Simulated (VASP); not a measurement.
# Ni (P6/mmm) in VASP: further runs

Runs on Ni. Level: PBE. Tasks: relaxation of cell and atoms, single point.

Program: VASP 6.6.1. These are calculated values, not measurements. Logs are shortened: lines on timing, memory, paths and dates and some standing lists are left out, and cuts for length are marked.

### 1 The cell of the first run

Symmetry: P6/mmm, No. 191, hexagonal system. The conventional cell has a = 2.413 Å, b = 2.413 Å, c = 2.349 Å, α = 90.00°, β = 90.00°, γ = 120.00°. Ni (site symmetry 6/mmm) has 8 Ni at 2.35 to 2.41 Å within 3.1 Å.

This isn't the form of Ni at room conditions, which is fcc.

### 2 Relaxation of cell and atoms, PBE, collinear spin, ferromagnetic start

INCAR

```
PREC = Accurate ; ENCUT = 600
EDIFF = 1E-7 ; ISMEAR = 0
SIGMA = 0.1 ; LREAL = F
LASPH = T ; NELM = 150
ALGO = Fast ; ISIF = 3
LWAVE = F ; LCHARG = F
ISPIN = 2 ; MAGMOM = 0.65
LORBIT = 11 ; LMAXMIX = 4
GGA = PE ; IBRION = 2
NSW = 100 ; EDIFFG = -0.01
```

KPOINTS

```
regular mesh
0
Gamma
  27 27 24
```

POSCAR

```
Ni
1.0
    2.4127311856      0.0000000000      0.0000000000
   -1.2063655928      2.0894864992      0.0000000000
    0.0000000000      0.0000000000      2.3491471703
Ni
1
Direct
    0.0000000000      0.0000000000      0.0000000000
```

Potentials or basis: VASP PAW PBE potentials, release 64 (Ni).

Started as:

```sh
$ cat potpaw_PBE.64/Ni/POTCAR > POTCAR
$ mpirun -np 1 vasp_std > vasp.out
```

OUTCAR:

```text
PREC = Accurate
   ENCUT = 600
   EDIFF = 1E-7
   ISMEAR = 0
   LREAL = F
   LASPH = T
   NELM = 150
   ISIF = 3
   ISPIN = 2
   LORBIT = 11
   GGA = PE
   IBRION = 2
   NSW = 100
   EDIFFG = -0.01

 ion  position               nearest neighbor table
   1  0.000  0.000  0.000-

  LATTYP: Found a hexagonal cell.
 ALAT       =     2.4127311856
 C/A-ratio  =     0.9736464569

  Lattice vectors:

 A1 = (   2.4127311856,   0.0000000000,   0.0000000000)
 A2 = (  -1.2063655928,   2.0894864992,   0.0000000000)
 A3 = (   0.0000000000,   0.0000000000,   2.3491471703)

Analysis of symmetry for initial positions (statically):
=====================================================================
 Subroutine PRICEL returns:
 Original cell was already a primitive cell.

 Routine SETGRP: Setting up the symmetry group for a
 hexagonal supercell.

 Subroutine GETGRP returns: Found 24 space group operations
 (whereof 24 operations were pure point group operations)
 out of a pool of 24 trial point group operations.

The static configuration has the point symmetry D_6h.

Analysis of symmetry for dynamics (positions and initial velocities):
=====================================================================
 Subroutine PRICEL returns:
 Original cell was already a primitive cell.

 Routine SETGRP: Setting up the symmetry group for a
 hexagonal supercell.

 Subroutine GETGRP returns: Found 24 space group operations
 (whereof 24 operations were pure point group operations)
 out of a pool of 24 trial point group operations.

The dynamic configuration has the point symmetry D_6h.

Analysis of structural, dynamic, and magnetic symmetry:
=====================================================================
 Subroutine PRICEL returns:
 Original cell was already a primitive cell.

 Routine SETGRP: Setting up the symmetry group for a
 hexagonal supercell.

 Subroutine GETGRP returns: Found 24 space group operations
 (whereof 24 operations were pure point group operations)
 out of a pool of 24 trial point group operations.

The overall configuration has the point symmetry D_6h.

 Subroutine INISYM returns: Found 24 space group operations
 (whereof 24 operations are pure point group operations),
 and found     1 'primitive' translations

----------------------------------------------------------------------------------------

                                     Primitive cell

  volume of cell :      11.8429

  direct lattice vectors                    reciprocal lattice vectors
     2.412731186  0.000000000  0.000000000     0.414468054  0.239293243  0.000000000
    -1.206365593  2.089486499  0.000000000     0.000000000  0.478586485  0.000000000
     0.000000000  0.000000000  2.349147170     0.000000000  0.000000000  0.425686399

  length of vectors
     2.412731186  2.412731186  2.349147170     0.478586485  0.478586485  0.425686399

  position of ions in fractional coordinates (direct lattice)
     0.000000000  0.000000000  0.000000000

  ion indices of the primitive-cell ions
   primitive index   ion index
                 1           1

----------------------------------------------------------------------------------------

 KPOINTS: regular mesh

Automatic generation of k-mesh.
 Grid dimensions read from file:
 generate k-points for:   27   27   24

 Generating k-lattice:

  Cartesian coordinates                     Fractional coordinates (reciprocal lattice)
     0.015350669  0.008862713  0.000000000     0.037037037 -0.000000000  0.000000000
     0.000000000  0.017725425  0.000000000     0.000000000  0.037037037  0.000000000
     0.000000000  0.000000000  0.017736933     0.000000000  0.000000000  0.041666667

  Length of vectors
     0.017725425  0.017725425  0.017736933

  Shift w.r.t. Gamma in fractional coordinates (k-lattice)
     0.000000000  0.000000000  0.000000000

 Subroutine IBZKPT returns following result:
 ===========================================

 Found    975 irreducible k-points:

 Following reciprocal coordinates:
            Coordinates               Weight
  0.000000  0.000000  0.000000      1.000000
  0.037037  0.000000  0.000000      6.000000
  0.074074  0.000000  0.000000      6.000000
  0.111111  0.000000  0.000000      6.000000
  0.148148  0.000000  0.000000      6.000000
  0.185185  0.000000  0.000000      6.000000
[... 16 lines left out ...]
  0.333333  0.037037  0.000000     12.000000
  0.370370  0.037037  0.000000     12.000000
 [... further k-points ...]
   k-points           NKPTS =    975   k-points in BZ     NKDIM =    975   number of bands    NBANDS=      9
   number of dos      NEDOS =    301   number of ions     NIONS =      1
   total plane-waves  NPLWV =   8000
   dimension x,y,z NGX =    20 NGY =   20 NGZ =   20
   dimension x,y,z NGXF=    40 NGYF=   40 NGZF=   40
   ions per type =               1
   NGX,Y,Z   is equivalent  to a cutoff of  13.78, 13.78, 14.15 a.u.
   NGXF,Y,Z  is equivalent  to a cutoff of  27.56, 27.56, 28.31 a.u.
 SYSTEM =  unknown system
   PREC   = accura    normal or accurate (medium, high low for compatibility)
   ISTART =      0    job   : 0-new  1-cont  2-samecut
   ICHARG =      2    charge: 1-file 2-atom 10-const
   ISPIN  =      2    spin polarized calculation?
   LNONCOLLINEAR =      F non collinear calculations
   LSORBIT =      F    spin-orbit coupling
   LASPH  =      T    aspherical Exc in radial PAW
   ENCUT  =  600.0 eV  44.10 Ry    6.64 a.u.   4.82  4.82  4.69*2*pi/ulx,y,z
   NELM   =    150;   NELMIN=  2; NELMDL= -5     # of ELM steps
   EDIFF  = 0.1E-06   stopping-criterion for ELM
   LREAL  =      F    real-space projection
   EDIFFG = -.1E-01   stopping-criterion for IOM
   NSW    =    100    number of steps for IOM
   IBRION =      2    ionic relax: 0-MD 1-quasi-New 2-CG
   NFREE  =      1    steps in history (QN), initial steepest desc. (CG)
   ISIF   =      3    stress and relaxation
   ISYM   =      2    0-nonsym 1-usesym 2-fastsym
   POTIM  = 0.5000    time-step for ionic-motion
   TEBEG  =    0.0;   TEEND  =   0.0 temperature during run
   PSTRESS=    0.0 pullay stress
   NELECT =      10.0000    total number of electrons
   NUPDOWN=      -1.0000    fix difference up-down
   EMIN   =  10.00;   EMAX   =-10.00  energy-range for DOS
   EFERMI =   0.00;   METHOD = LEGACY
   ISMEAR =     0;   SIGMA  =   0.10  broadening in eV -4-tet -1-fermi 0-gaus
   EFERMI_NEDOS =   21; number of points for ismear=-14 and -15
   IALGO  =     68    algorithm
   IMIX   =      4    mixing-type and parameters
     AMIX     =   0.40;   BMIX     =  1.00
     AMIX_MAG =   1.60;   BMIX_MAG =  1.00
  volume/ion in A,a.u.               =      11.84        79.92
  Fermi-wavevector in a.u.,A,eV,Ry     =   1.547350  2.924068 32.576325  2.394292
  Thomas-Fermi vector in A             =   2.652456
   LORBIT       =     11    0 simple, 1 ext, 2 COOP (PROOUT), +10 PAW based schemes
   GGA     = PE    functional components
   LHFCALC =     F    Hartree Fock is set to
   AEXX    =    0.0000 exact exchange contribution
   IVDW    =     0    specifies the selected vdW correction
   LEPSILON=     F    determine dielectric tensor
   LRPA    =     F    only Hartree local field effects (RPA)
 conjugate gradient relaxation of ions
 spin polarized calculation
 RMM-DIIS sequential band-by-band and
 Gauss-broadening in eV      SIGMA  =   0.10
  energy-cutoff  :      600.00
  volume of cell :       11.84
 maximum number of plane-waves:       411
 NGX is ok and might be reduce to    20

--------------------------------------- Ionic step        1  -------------------------------------------

 number of electron      10.0000000 magnetization       0.6500000

 number of electron       9.9999994 magnetization       0.5025714

 Free energy of the ion-electron system (eV)
  ---------------------------------------------------
  ext. energy  EPLUGINS =         0.00000000
  ---------------------------------------------------
  free energy    TOTEN  =        -5.07112486 eV

  energy without entropy =       -5.06101348  energy(sigma->0) =       -5.06606917

------------------------ aborting loop because EDIFF is reached ----------------------------------------

  FORCE on cell =-STRESS in cart. coord.  units (eV):
  Direction    XX          YY          ZZ          XY          YZ          ZX
  --------------------------------------------------------------------------------------
  -------------------------------------------------------------------------------------
  Total       -0.0287266     -0.0287266     -0.0456169     -0.0000000     -0.0000000      0.0000000
  in kB       -3.8863001     -3.8863001     -6.1713170     -0.0000000     -0.0000000      0.0000000
  external PRESSURE =      -4.6479724 kB  Pullay stress =       0.0000000 kB
[... 55 lines left out ...]
  energy  without entropy=       -5.0610999177  energy(sigma->0) =       -5.06613065

--------------------------------------- Ionic step        3  -------------------------------------------

 number of electron       9.9999994 magnetization       0.4940024

 Free energy of the ion-electron system (eV)
  ---------------------------------------------------
  ext. energy  EPLUGINS =         0.00000000
  ---------------------------------------------------
  free energy    TOTEN  =        -5.07118051 eV

  energy without entropy =       -5.06109779  energy(sigma->0) =       -5.06613915

 E-fermi :   8.1875     XC(G=0): -12.7193

 val. band max:        8.1872669158   @ k =   0.4444   0.0741   0.0417
 cond. band min:       8.1875579601   @ k =   0.1481   0.0000   0.1667
 fundamental gap:      0.0002910443
 Fermi energy:         8.1875355996

 spin component 1

 k-point     1 :       0.0000    0.0000    0.0000
  band No.  band energies     occupation
      1      -0.1476      1.00000
      2       4.5988      1.00000
      3       6.1067      1.00000
      4       6.1067      1.00000
      5       7.9223      0.99991
      6       7.9223      0.99991
      7      26.7824      0.00000
      8      31.8361      0.00000
      9      31.9235      0.00000
[... 265 lines left out ...]
 k-point    24 :       0.3704    0.0370    0.0000
  band No.  band energies     occupation
      1       3.6685      1.00000
      2       5.0122      1.00000
      3       6.6879      1.00000
      4       6.9195      1.00000
      5       7.7140      1.00000
      6       7.9067      0.99996
      7      16.0346      0.00000
      8      25.4306      0.00000
      9      31.4892      0.00000

 [... further k-points ...]

 spin component 2

 k-point     1 :       0.0000    0.0000    0.0000
  band No.  band energies     occupation
      1      -0.1516      1.00000
      2       5.0362      1.00000
      3       6.6494      1.00000
      4       6.6494      1.00000
      5       8.4839      0.00001
      6       8.4839      0.00001
      7      26.8130      0.00000
      8      31.8159      0.00000
      9      31.9231      0.00000
[... 304 lines left out ...]
  FREE ENERGIE OF THE ION-ELECTRON SYSTEM (eV)
  ---------------------------------------------------
  free  energy   TOTEN  =        -5.0711805093 eV

  energy  without entropy=       -5.0610977877  energy(sigma->0) =       -5.06613915

 reached required accuracy - stopping structural energy minimisation

 total charge

# of ion       s       p       d       tot
------------------------------------------
    1        0.506   0.433   8.340   9.279

 magnetization (x)

# of ion       s       p       d       tot
------------------------------------------
    1       -0.004  -0.010   0.515   0.501
```

Wall time 15 min (1 thread of Oxide Virtual Turin-like, shared host); peak memory 0.29 GiB.

What came out:

* Free energy: -5.0712 eV
* Relaxed volume: 11.81 Å³/atom
* Relaxed cell: a = 2.411 Å, b = 2.411 Å, c = 2.346 Å, α = 90.00°, β = 90.00°, γ = 120.00°
* Space group after relaxing (to 0.1 Å): P6/mmm (No. 191)
* Energy gained by relaxing: 0.1 meV/atom
* Ionic steps: 3
* Pressure after relaxing: 0.0 GPa
* Net moment: 0.49 μB per cell
* Site moments: Ni +0.50 μB
* Valence electrons inside the program's atomic spheres: Ni 9.28

Stress tensor (GPa, compression positive):
```
 0.07  0.00  0.00
 0.00  0.07  0.00
 0.00  0.00 -0.07
```

Final structure:
```yaml
crystal:
  lattice:
    - [2.41066, 0.00000, 0.00000]
    - [-1.20533, 2.08770, 0.00000]
    - [0.00000, 0.00000, 2.34595]
  atoms:
    - { symbol: Ni, position: [0.00000, 0.00000, 0.00000] }
```

### 3 Single point, PBE, collinear spin, ferromagnetic start

This run uses another cell than the first one: it holds 4 atoms, not 1.

INCAR

```
ALGO     = Normal         # electronic algorithm
EDIFF    = 1E-6           # SCF threshold, eV
ENCUT    = 520            # plane-wave cutoff, eV
GGA      = PE             # functional
ISIF     = 2              # what is computed and relaxed
ISMEAR   = 0              # smearing method
ISPIN    = 2              # spin polarisation
LASPH    = T              # aspherical terms in the spheres
LCHARG   = F              # write CHGCAR
LMAXMIX  = 4              # l up to which the mixer works
LORBIT   = 11             # projections on sites
LREAL    = F              # projectors in reciprocal space
LWAVE    = F              # write WAVECAR
MAGMOM   = 0.82 0.82 0.82 0.82 # initial moments
NBANDS   = 32             # bands
NELM     = 150            # most SCF steps
PREC     = Accurate       # precision mode
SIGMA    = 0.1            # smearing width, eV
```

KPOINTS

```
k-points
0
Gamma
  15 15 10
```

POSCAR

```
Ni
1.0
    3.8712218067      0.0000000000      0.0000000000
   -1.9356109034      3.3525764283      0.0000000000
    0.0000000000      0.0000000000      4.5434909254
Ni
4
Direct
    0.0000000000      0.0000000000      0.2541586037
    0.0000000000      0.0000000000      0.7458413963
    0.3333333333      0.6666666667      0.0000000000
    0.6666666667      0.3333333333      0.0000000000
```

Potentials or basis: VASP PAW PBE potentials, release 64 (Ni).

Started as:

```sh
$ cat potpaw_PBE.64/Ni/POTCAR > POTCAR
$ mpirun -np 1 vasp_std > vasp.out
```

OUTCAR:

```text
EDIFF = 1E-6
   ENCUT = 520
   GGA = PE
   ISIF = 2
   ISMEAR = 0
   ISPIN = 2
   LASPH = T
   LORBIT = 11
   LREAL = F
   NELM = 150
   PREC = Accurate

 ion  position               nearest neighbor table
   1  0.000  0.000  0.254-   2 2.23   2 2.31   4 2.52   3 2.52   4 2.52   3 2.52   4 2.52   3 2.52

   2  0.000  0.000  0.746-   1 2.23   1 2.31   3 2.52   4 2.52   4 2.52   3 2.52   4 2.52   3 2.52

   3  0.333  0.667  0.000-   4 2.24   4 2.24   4 2.24   1 2.52   2 2.52   2 2.52   1 2.52   2 2.52
[... 1915 lines left out ...]
  volume of cell :       58.97
      direct lattice vectors                 reciprocal lattice vectors
     3.871221807  0.000000000  0.000000000     0.258316379  0.149139031  0.000000000
    -1.935610903  3.352576428  0.000000000     0.000000000  0.298278062  0.000000000
     0.000000000  0.000000000  4.543490925     0.000000000  0.000000000  0.220095080

 POSITION                                       TOTAL-FORCE (eV/Angst)
 -----------------------------------------------------------------------------------
      0.00000      0.00000      1.15477         0.000000      0.000000     -0.023129
      0.00000      0.00000      3.38872        -0.000000     -0.000000      0.023129
     -0.00000      2.23505      0.00000        -0.000000     -0.000000      0.000000
      1.93561      1.11753      0.00000         0.000000      0.000000     -0.000000
 -----------------------------------------------------------------------------------
    total drift:                               -0.000000      0.000000      0.000000

  FREE ENERGIE OF THE ION-ELECTRON SYSTEM (eV)
  ---------------------------------------------------
  free  energy   TOTEN  =       -19.1992643569 eV

  energy  without entropy=      -19.1541044842  energy(sigma->0) =      -19.17668442

 total charge

# of ion       s       p       d       tot
------------------------------------------
    1        0.493   0.354   8.336   9.183
    2        0.493   0.354   8.336   9.183
    3        0.535   0.478   8.319   9.332
    4        0.535   0.478   8.319   9.332
--------------------------------------------------
tot          2.056   1.663  33.311  37.030

 magnetization (x)

# of ion       s       p       d       tot
------------------------------------------
    1       -0.008  -0.020   0.732   0.704
    2       -0.008  -0.020   0.732   0.704
    3       -0.010  -0.029   0.735   0.696
    4       -0.010  -0.029   0.735   0.696
--------------------------------------------------
tot         -0.036  -0.099   2.934   2.799
```

OSZICAR:

```text
N       E                     dE             d eps       ncg     rms          rms(c)
DAV:   1     0.256391567859E+03    0.25639E+03   -0.17652E+04 20752   0.166E+03
DAV:   2    -0.557913915680E+01   -0.26197E+03   -0.24764E+03 20816   0.312E+02
DAV:   3    -0.222254677879E+02   -0.16646E+02   -0.15992E+02 23608   0.104E+02
DAV:   4    -0.224678935655E+02   -0.24243E+00   -0.24225E+00 23248   0.128E+01
DAV:   5    -0.224756671145E+02   -0.77735E-02   -0.77733E-02 31000   0.171E+00    0.181E+01
DAV:   6    -0.216251283154E+02    0.85054E+00   -0.26451E+01 23704   0.795E+01    0.200E+01
DAV:   7    -0.226251729148E+02   -0.10000E+01   -0.23556E+01 24408   0.107E+02    0.242E+01
DAV:   8    -0.191661489957E+02    0.34590E+01   -0.42310E+00 25768   0.502E+01    0.336E+00
DAV:   9    -0.192196292410E+02   -0.53480E-01   -0.93763E-01 24384   0.118E+01    0.285E+00
DAV:  10    -0.192021197530E+02    0.17509E-01   -0.12183E-01 24480   0.656E+00    0.777E-01
DAV:  11    -0.191994874931E+02    0.26323E-02   -0.14873E-02 25864   0.134E+00    0.263E-01
DAV:  12    -0.191993043123E+02    0.18318E-03   -0.13115E-03 28856   0.329E-01    0.187E-01
DAV:  13    -0.191992667411E+02    0.37571E-04   -0.32901E-04 24768   0.329E-01    0.505E-02
DAV:  14    -0.191992649495E+02    0.17916E-05   -0.71841E-05 33152   0.124E-01    0.474E-02
DAV:  15    -0.191992634417E+02    0.15078E-05   -0.34021E-05 23928   0.126E-01    0.120E-02
DAV:  16    -0.191992643569E+02   -0.91519E-06   -0.33968E-06 19224   0.163E-02
   1 F= -.19199264E+02 E0= -.19176684E+02  d E =-.451599E-01  mag=     2.7268
```

Run time: 12 min. Hardware: 1 thread of Oxide Virtual Turin-like, shared host; peak memory 0.45 GiB.

What came out:

```
Free energy                                           : -19.1993 eV
Pressure                                              : 0.1 GPa
Largest force                                         : 0.023 eV/Å
Net moment                                            : 2.73 μB per cell
Site moments                                          : Ni +0.70 μB
Valence electrons inside the program's atomic spheres : Ni 9.18, 9.33 (each value once)
```

Forces on the atoms (eV/Å):
```
Ni   0.000  0.000 -0.023
Ni   0.000  0.000  0.023
Ni   0.000  0.000  0.000
Ni   0.000  0.000  0.000
```
